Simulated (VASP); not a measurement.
# SrTiO3 (Pm-3m) in VASP: a series of runs

SrTiO3 is run at these levels: PBEsol; tasks: single point, relaxation of cell and atoms.

Everything below comes from runs of VASP 6.6.1. Logs are shortened: lines on timing, memory, paths and dates and some standing lists are left out, and cuts for length are marked.

### Step 1. The cell of the first run

The structure is cubic, space group Pm-3m (No. 221). The conventional cell has a = 3.886 Å, b = 3.886 Å, c = 3.886 Å, α = 90.00°, β = 90.00°, γ = 90.00°. Within 3.6 Å of Sr (site symmetry m-3m) lie 12 O at 2.75 Å and 8 Ti at 3.37 Å. Within 2.6 Å of Ti (site symmetry m-3m) lie 6 O at 1.94 Å. Within 2.6 Å of O (site symmetry 4/mmm) lie 2 Ti at 1.94 Å.

### Step 2. Single point, PBEsol

Input file INCAR:

```
SYSTEM = SrTiO3
PREC     = Accurate       ! precision mode
ENCUT    = 520            ! plane-wave cutoff, eV
EDIFF    = 1E-6           ! SCF threshold, eV
ISMEAR   = 0              ! smearing method
SIGMA    = 0.02           ! smearing width, eV
LREAL    = .False.        ! projectors in reciprocal space
LASPH    = .True.         ! aspherical terms in the spheres
NELM     = 60             ! most SCF steps
ALGO     = Normal         ! electronic algorithm
ISIF     = 2              ! what is computed and relaxed
LWAVE    = .False.        ! write WAVECAR
LCHARG   = .False.        ! write CHGCAR
GGA      = PS             ! functional
NBANDS   = 28             ! bands
```

Input file KPOINTS:

```
Automatic mesh
0
Gamma
  8 8 8
  0 0 0
```

Input file POSCAR:

```
SrTiO3
1.0
    3.8861318800      0.0000000000      0.0000000000
    0.0000000000      3.8861318800      0.0000000000
    0.0000000000      0.0000000000      3.8861318800
Sr Ti O
1 1 3
Direct
    0.5000000000      0.5000000000      0.5000000000
    0.0000000000      0.0000000000      0.0000000000
    0.5000000000      0.0000000000      0.0000000000
    0.0000000000      0.5000000000      0.0000000000
    0.0000000000      0.0000000000      0.5000000000
```

Potentials or basis: VASP PAW PBE potentials, release 64 (Sr_sv, Ti_sv, O).

Command:

```bash
> cat potpaw_PBE.64/Sr_sv/POTCAR potpaw_PBE.64/Ti_sv/POTCAR potpaw_PBE.64/O/POTCAR > POTCAR
> mpirun -np 1 vasp_std > vasp.out
```

OUTCAR:

```text
SYSTEM = SrTiO3
   PREC = Accurate
   ENCUT = 520
   EDIFF = 1E-6
   ISMEAR = 0
   LREAL = .False.
   LASPH = .True.
   NELM = 60
   ISIF = 2
   GGA = PS

 ion  position               nearest neighbor table
   1  0.500  0.500  0.500-   3 2.75   4 2.75   5 2.75   3 2.75   4 2.75   3 2.75   5 2.75   3 2.75
                             4 2.75   5 2.75   4 2.75   5 2.75   2 3.37   2 3.37   2 3.37   2 3.37
   2  0.000  0.000  0.000-   3 1.94   4 1.94   5 1.94   5 1.94   4 1.94   3 1.94   1 3.37   1 3.37
                             1 3.37   1 3.37   1 3.37   1 3.37   1 3.37   1 3.37
   3  0.500  0.000  0.000-   2 1.94   2 1.94   1 2.75   1 2.75   1 2.75   1 2.75
   4  0.000  0.500  0.000-   2 1.94   2 1.94   1 2.75   1 2.75   1 2.75   1 2.75
   5  0.000  0.000  0.500-   2 1.94   2 1.94   1 2.75   1 2.75   1 2.75   1 2.75

  LATTYP: Found a simple cubic cell.
 ALAT       =     3.8861318800

  Lattice vectors:

 A1 = (   3.8861318800,   0.0000000000,   0.0000000000)
 A2 = (   0.0000000000,   3.8861318800,   0.0000000000)
 A3 = (   0.0000000000,   0.0000000000,   3.8861318800)

Analysis of symmetry for initial positions (statically):
=====================================================================
 Subroutine PRICEL returns:
 Original cell was already a primitive cell.

 Routine SETGRP: Setting up the symmetry group for a
 simple cubic supercell.

 Subroutine GETGRP returns: Found 48 space group operations
 (whereof 48 operations were pure point group operations)
 out of a pool of 48 trial point group operations.

The static configuration has the point symmetry O_h .

Analysis of symmetry for dynamics (positions and initial velocities):
=====================================================================
 Subroutine PRICEL returns:
 Original cell was already a primitive cell.

 Routine SETGRP: Setting up the symmetry group for a
 simple cubic supercell.

 Subroutine GETGRP returns: Found 48 space group operations
 (whereof 48 operations were pure point group operations)
 out of a pool of 48 trial point group operations.

The dynamic configuration has the point symmetry O_h .

 Subroutine INISYM returns: Found 48 space group operations
 (whereof 48 operations are pure point group operations),
 and found     1 'primitive' translations

----------------------------------------------------------------------------------------

                                     Primitive cell

  volume of cell :      58.6884

  direct lattice vectors                    reciprocal lattice vectors
     3.886131880  0.000000000  0.000000000     0.257325287  0.000000000  0.000000000
     0.000000000  3.886131880  0.000000000     0.000000000  0.257325287  0.000000000
     0.000000000  0.000000000  3.886131880     0.000000000  0.000000000  0.257325287

  length of vectors
     3.886131880  3.886131880  3.886131880     0.257325287  0.257325287  0.257325287

  position of ions in fractional coordinates (direct lattice)
     0.500000000  0.500000000  0.500000000
     0.000000000  0.000000000  0.000000000
     0.500000000  0.000000000  0.000000000
     0.000000000  0.500000000  0.000000000
     0.000000000  0.000000000  0.500000000

  ion indices of the primitive-cell ions
   primitive index   ion index
                 1           1
                 2           2
                 3           3
                 4           4
                 5           5

----------------------------------------------------------------------------------------

 KPOINTS: Automatic mesh

Automatic generation of k-mesh.
 Grid dimensions read from file:
 generate k-points for:    8    8    8

 Generating k-lattice:

  Cartesian coordinates                     Fractional coordinates (reciprocal lattice)
     0.032165661  0.000000000  0.000000000     0.125000000  0.000000000  0.000000000
     0.000000000  0.032165661  0.000000000     0.000000000  0.125000000  0.000000000
     0.000000000  0.000000000  0.032165661     0.000000000  0.000000000  0.125000000

  Length of vectors
     0.032165661  0.032165661  0.032165661

  Shift w.r.t. Gamma in fractional coordinates (k-lattice)
     0.000000000  0.000000000  0.000000000

 Subroutine IBZKPT returns following result:
 ===========================================

 Found     35 irreducible k-points:

 Following reciprocal coordinates:
            Coordinates               Weight
  0.000000  0.000000  0.000000      1.000000
  0.125000  0.000000  0.000000      6.000000
  0.250000  0.000000  0.000000      6.000000
  0.375000  0.000000  0.000000      6.000000
  0.500000  0.000000  0.000000      3.000000
  0.125000  0.125000  0.000000     12.000000
[... 16 lines left out ...]
  0.375000  0.375000  0.125000     24.000000
  0.500000  0.375000  0.125000     24.000000
 [... further k-points ...]
   k-points           NKPTS =     35   k-points in BZ     NKDIM =     35   number of bands    NBANDS=     28
   number of dos      NEDOS =    301   number of ions     NIONS =      5
[... 68 lines left out ...]
 cond. band min:       5.9720854095   @ k =   0.0000   0.0000   0.0000
 fundamental gap:      1.8264649050
 Fermi energy:         4.3473258421

 k-point     1 :       0.0000    0.0000    0.0000
  band No.  band energies     occupation
      1     -51.9948      2.00000
      2     -28.4564      2.00000
      3     -28.3669      2.00000
      4     -28.3669      2.00000
      5     -28.3669      2.00000
      6     -13.2675      2.00000
[... 20 lines left out ...]
     27       9.4381      0.00000
     28      10.2934      0.00000

 k-point     2 :       0.1250    0.0000    0.0000
  band No.  band energies     occupation
      1     -51.9945      2.00000
      2     -28.4761      2.00000
      3     -28.3664      2.00000
      4     -28.3664      2.00000
      5     -28.3549      2.00000
      6     -13.2742      2.00000
[... 20 lines left out ...]
     27       9.7260      0.00000
     28      10.6744      0.00000

 k-point     3 :       0.2500    0.0000    0.0000
  band No.  band energies     occupation
      1     -51.9939      2.00000
      2     -28.5149      2.00000
      3     -28.3652      2.00000
      4     -28.3652      2.00000
      5     -28.3342      2.00000
      6     -13.3439      2.00000
[... 20 lines left out ...]
     27      10.4194      0.00000
     28      11.7053      0.00000

 k-point     4 :       0.3750    0.0000    0.0000
  band No.  band energies     occupation
      1     -51.9933      2.00000
      2     -28.5487      2.00000
      3     -28.3641      2.00000
      4     -28.3641      2.00000
      5     -28.3183      2.00000
      6     -13.4559      2.00000
[... 20 lines left out ...]
     27      11.1944      0.00000
     28      12.2178      0.00000

 k-point     5 :       0.5000    0.0000    0.0000
  band No.  band energies     occupation
      1     -51.9930      2.00000
      2     -28.5619      2.00000
      3     -28.3636      2.00000
      4     -28.3636      2.00000
      5     -28.3124      2.00000
      6     -13.5069      2.00000
[... 20 lines left out ...]
     27      11.5474      0.00000
     28      12.1582      0.00000

 k-point     6 :       0.1250    0.1250    0.0000
  band No.  band energies     occupation
      1     -51.9943      2.00000
      2     -28.4854      2.00000
      3     -28.3781      2.00000
      4     -28.3659      2.00000
      5     -28.3412      2.00000
      6     -13.2624      2.00000
[... 463 lines left out ...]
      5     -28.3387      2.00000
      6     -13.0758      2.00000
[... 20 lines left out ...]
     27      12.0642      0.00000
     28      12.4350      0.00000

 k-point    22 :       0.5000    0.2500    0.1250
  band No.  band energies     occupation
      1     -51.9919      2.00000
      2     -28.5124      2.00000
      3     -28.4029      2.00000
      4     -28.3737      2.00000
      5     -28.3471      2.00000
      6     -13.0790      2.00000
[... 20 lines left out ...]
     27      12.2858      0.00000
     28      12.5979      0.00000

 k-point    23 :       0.3750    0.3750    0.1250
  band No.  band energies     occupation
      1     -51.9916      2.00000
      2     -28.4803      2.00000
      3     -28.4312      2.00000
      4     -28.3751      2.00000
      5     -28.3607      2.00000
      6     -12.8442      2.00000
[... 20 lines left out ...]
     27      12.3661      0.00000
     28      12.8198      0.00000

 k-point    24 :       0.5000    0.3750    0.1250
  band No.  band energies     occupation
      1     -51.9913      2.00000
      2     -28.4730      2.00000
      3     -28.4308      2.00000
      4     -28.3784      2.00000
      5     -28.3725      2.00000
      6     -12.7521      2.00000
[... 20 lines left out ...]
     27      12.4431      0.00000
     28      12.9295      0.00000

 [... further k-points ...]

------------------------ aborting loop because EDIFF is reached ----------------------------------------

  FORCE on cell =-STRESS in cart. coord.  units (eV):
  Direction    XX          YY          ZZ          XY          YZ          ZX
  --------------------------------------------------------------------------------------
  -------------------------------------------------------------------------------------
  Total        0.5135296      0.5135296      0.5135296     -0.0000000      0.0000000     -0.0000000
  in kB       14.0192061     14.0192061     14.0192061     -0.0000000      0.0000000     -0.0000000
  external PRESSURE =      14.0192061 kB  Pullay stress =       0.0000000 kB

 VOLUME and BASIS-vectors are now :
 -----------------------------------------------------------------------------
  energy-cutoff  :      520.00
  volume of cell :       58.69
      direct lattice vectors                 reciprocal lattice vectors
     3.886131880  0.000000000  0.000000000     0.257325287  0.000000000  0.000000000
     0.000000000  3.886131880  0.000000000     0.000000000  0.257325287  0.000000000
     0.000000000  0.000000000  3.886131880     0.000000000  0.000000000  0.257325287

 POSITION                                       TOTAL-FORCE (eV/Angst)
 -----------------------------------------------------------------------------------
      1.94307      1.94307      1.94307         0.000000      0.000000      0.000000
      0.00000      0.00000      0.00000         0.000000      0.000000      0.000000
      1.94307      0.00000      0.00000         0.000000      0.000000      0.000000
      0.00000      1.94307      0.00000         0.000000      0.000000      0.000000
      0.00000      0.00000      1.94307         0.000000      0.000000      0.000000
 -----------------------------------------------------------------------------------
    total drift:                                0.000000     -0.000000      0.000000

  FREE ENERGIE OF THE ION-ELECTRON SYSTEM (eV)
  ---------------------------------------------------
  free  energy   TOTEN  =       -42.0139759019 eV

  energy  without entropy=      -42.0139759019  energy(sigma->0) =      -42.01397590
```

It took 77 s on 1 thread of Intel Xeon Platinum 8488C (Sapphire Rapids), shared host; peak memory 0.2 GiB.

What came out:

```
Free energy            : -42.0140 eV
Pressure               : 1.4 GPa
Band gap on the k mesh : 1.83 eV (least direct gap 2.18 eV)
```

Caveat: the PAW data sets were made with another functional, which shifts forces and pressure a little.

### Step 3. Relaxation of cell and atoms, PBEsol, target pressure 0.72 GPa, at which the enthalpy is minimised

This run uses another cell than the first one, of 11.91 Å³/atom.

Input file INCAR:

```
SYSTEM = SrTiO3
PREC     = Accurate       ! precision mode
ENCUT    = 600            ! plane-wave cutoff, eV
EDIFF    = 1E-6           ! SCF threshold, eV
ISMEAR   = 0              ! smearing method
SIGMA    = 0.1            ! smearing width, eV
LREAL    = .FALSE.        ! projectors in reciprocal space
LASPH    = .TRUE.         ! aspherical terms in the spheres
NELM     = 60             ! most SCF steps
ALGO     = Normal         ! electronic algorithm
ISIF     = 3              ! what is computed and relaxed
LWAVE    = .FALSE.        ! write WAVECAR
LCHARG   = .FALSE.        ! write CHGCAR
GGA      = PS             ! functional
IBRION   = 2              ! ionic algorithm
NSW      = 80             ! ionic steps
EDIFFG   = -0.05          ! ionic threshold
PSTRESS  = 7.199999999999999
```

Input file KPOINTS:

```
regular mesh
0
G
  6 6 6
  0 0 0
```

Changes to POSCAR since step 2:

```diff
@@ -2,5 +2,5 @@
 1.0
-    3.8861318800      0.0000000000      0.0000000000
-    0.0000000000      3.8861318800      0.0000000000
-    0.0000000000      0.0000000000      3.8861318800
+    3.9052800000      0.0000000000      0.0000000000
+    0.0000000000      3.9052800000      0.0000000000
+    0.0000000000      0.0000000000      3.9052800000
 Sr Ti O
```

Potentials or basis: VASP PAW PBE potentials, release 64 (Sr_sv, Ti_sv, O).

Command:

```bash
> cat potpaw_PBE.64/Sr_sv/POTCAR potpaw_PBE.64/Ti_sv/POTCAR potpaw_PBE.64/O/POTCAR > POTCAR
> mpirun -np 1 vasp_std > vasp.out
```

Wall time 77 s (1 thread of Intel Xeon Platinum 8488C (Sapphire Rapids), shared host); peak memory 0.21 GiB.

Results (log left out):

```yaml
Free_energy: -42.0222 eV
Relaxed_volume: 11.77 Å³/atom
Relaxed_cell: a = 3.890 Å, b = 3.890 Å, c = 3.890 Å, α = 90.00°, β = 90.00°, γ = 90.00°
Space_group_after_relaxing_to_0.1_Å: Pm-3m (No. 221)
Energy_change_on_relaxing_the_run_minimises_the_enthalpy: -0.4 meV/atom
Ionic_steps: 3
Pressure_after_relaxing: 0.7 GPa
Band_gap_on_the_k_mesh: 1.82 eV (least direct gap 2.17 eV)
```

The path:
```
step  energy change (eV)  largest force (eV/Å)  pressure (GPa)  volume (Å³)
   1              0.0000                0.0000           -1.52        59.56
   2              0.0066                0.0000            3.05        58.14
   3             -0.0018                0.0000            0.72        58.85
```

Final structure:
```
Sr Ti O
1.0
     3.88975    0.00000    0.00000
     0.00000    3.88975    0.00000
     0.00000    0.00000    3.88975
Sr Ti O
1 1 3
Direct
  0.50000 0.50000 0.50000
  0.00000 0.00000 0.00000
  0.50000 0.00000 0.00000
  0.00000 0.50000 0.00000
  0.00000 0.00000 0.50000
```

Levels at points of the mesh, in eV from the valence-band top:
```tsv
k point	band 17	band 18	band 19	band 20	band 21	band 22	band 23	band 24
(0.00, 0.00, 0.00)	-1.21	-0.35	-0.35	-0.35	1.82	1.82	1.82	4.42
(0.50, 0.00, 0.00)	-2.42	-2.07	-0.74	-0.74	2.00	3.84	3.84	4.44
(0.50, 0.50, 0.00)	-1.74	-1.60	-1.60	-0.10	3.85	3.85	4.30	5.42
(0.50, 0.50, 0.50)	-3.81	0.00	0.00	0.00	4.54	4.54	4.54	6.91
```

Caveat: the cell is relaxed towards a set pressure, so the run minimises the enthalpy, not the energy; the PAW data sets were made with another functional, which shifts forces and pressure a little.

### Step 4. Relaxation of cell and atoms, PBEsol, target pressure 0.72 GPa, at which the enthalpy is minimised

Changes to INCAR since step 3:

```diff
@@ -5,6 +5,6 @@
 ISMEAR   = 0              ! smearing method
-SIGMA    = 0.1            ! smearing width, eV
+SIGMA    = 0.01           ! smearing width, eV
 LREAL    = .FALSE.        ! projectors in reciprocal space
 LASPH    = .TRUE.         ! aspherical terms in the spheres
-NELM     = 60             ! most SCF steps
+NELM     = 80             ! most SCF steps
 ALGO     = Normal         ! electronic algorithm
@@ -16,3 +16,3 @@
 NSW      = 80             ! ionic steps
-EDIFFG   = -0.05          ! ionic threshold
+EDIFFG   = -0.002         ! ionic threshold
 PSTRESS  = 7.199999999999999
```

Input file KPOINTS:

```
Automatic mesh
0
G
  8 8 8
  0 0 0
```

Changes to POSCAR since step 3:

```diff
@@ -2,5 +2,5 @@
 1.0
-    3.9052800000      0.0000000000      0.0000000000
-    0.0000000000      3.9052800000      0.0000000000
-    0.0000000000      0.0000000000      3.9052800000
+    3.8879028610      0.0000000000      0.0000000000
+    0.0000000000      3.8879028610      0.0000000000
+    0.0000000000      0.0000000000      3.8879028610
 Sr Ti O
```

Command:

```bash
> cat potpaw_PBE.64/Sr_sv/POTCAR potpaw_PBE.64/Ti_sv/POTCAR potpaw_PBE.64/O/POTCAR > POTCAR
> mpirun -np 1 vasp_std > vasp.out
```

Wall time 1.7 min (1 thread of Intel Xeon Platinum 8488C (Sapphire Rapids), shared host); peak memory 0.23 GiB.

It converged, with:

```
Free energy                                                : -42.0210 eV
Relaxed volume                                             : 11.77 Å³/atom
Relaxed cell                                               : a = 3.890 Å, b = 3.890 Å, c = 3.890 Å, α = 90.00°, β = 90.00°, γ = 90.00°
Space group after relaxing (to 0.1 Å)                      : Pm-3m (No. 221)
Energy change on relaxing (the run minimises the enthalpy) : -0.1 meV/atom
Ionic steps                                                : 3
Pressure after relaxing                                    : 0.7 GPa
Band gap on the k mesh                                     : 1.82 eV (least direct gap 2.17 eV)
```

Step by step:
```csv
step,energy change (eV),largest force (eV/Å),pressure (GPa),volume (Å³)
1,0.0000,0.0000,0.95,58.77
2,-0.0007,0.0000,0.53,58.91
3,-0.0005,0.0000,0.71,58.86
```

Final structure:
```
CELL_PARAMETERS angstrom
3.88982 0.00000 0.00000
0.00000 3.88982 0.00000
0.00000 0.00000 3.88982
ATOMIC_POSITIONS crystal
Sr 0.50000 0.50000 0.50000
Ti 0.00000 0.00000 0.00000
O 0.50000 0.00000 0.00000
O 0.00000 0.50000 0.00000
O 0.00000 0.00000 0.50000
```

Levels at points of the mesh, in eV from the valence-band top:
```tsv
k point	band 16	band 17	band 18	band 19	band 20	band 21	band 22	band 23	band 24
(0.00, 0.00, 0.00)	-1.21	-1.21	-0.35	-0.35	-0.35	1.82	1.82	1.82	4.42
(0.50, 0.00, 0.00)	-2.42	-2.42	-2.07	-0.74	-0.74	2.01	3.84	3.84	4.44
(0.50, 0.50, 0.00)	-2.95	-1.74	-1.60	-1.60	-0.10	3.85	3.85	4.30	5.42
(0.50, 0.50, 0.50)	-3.81	-3.81	0.00	0.00	0.00	4.54	4.54	4.54	6.91
```

Caveat: the cell is relaxed towards a set pressure, so the run minimises the enthalpy, not the energy; the PAW data sets were made with another functional, which shifts forces and pressure a little. A k mesh can miss the band edges.

### Step 5. Summary

| task | cell | k mesh | cutoff (eV) | smearing | gap on the mesh (eV) | pressure (GPa) |
| --- | --- | --- | --- | --- | --- | --- |
| single point | a = 3.886 Å, 5 atoms | 8 × 8 × 8 | 520 | gaussian 0.02 eV | 1.83 | 1.4 |
| relaxation of cell and atoms | relaxed to 0.72 GPa from a = 3.905 Å, 5 atoms | 6 × 6 × 6 | 600 | gaussian 0.1 eV | 1.82 | 0.7 |
| relaxation of cell and atoms | relaxed to 0.72 GPa from a = 3.888 Å, 5 atoms | 8 × 8 × 8 | 600 | gaussian 0.01 eV | 1.82 | 0.7 |

Alike in all rows: level PBEsol; potentials or basis VASP PAW PBE potentials, release 64 (Sr_sv, Ti_sv, O); no spin polarisation.

Caveats: the PAW data sets were made with another functional, which shifts forces and pressure a little; the cell is relaxed towards a set pressure, so the run minimises the enthalpy, not the energy (at least some runs).

Absolute energies hang on the potentials; compare differences alone.
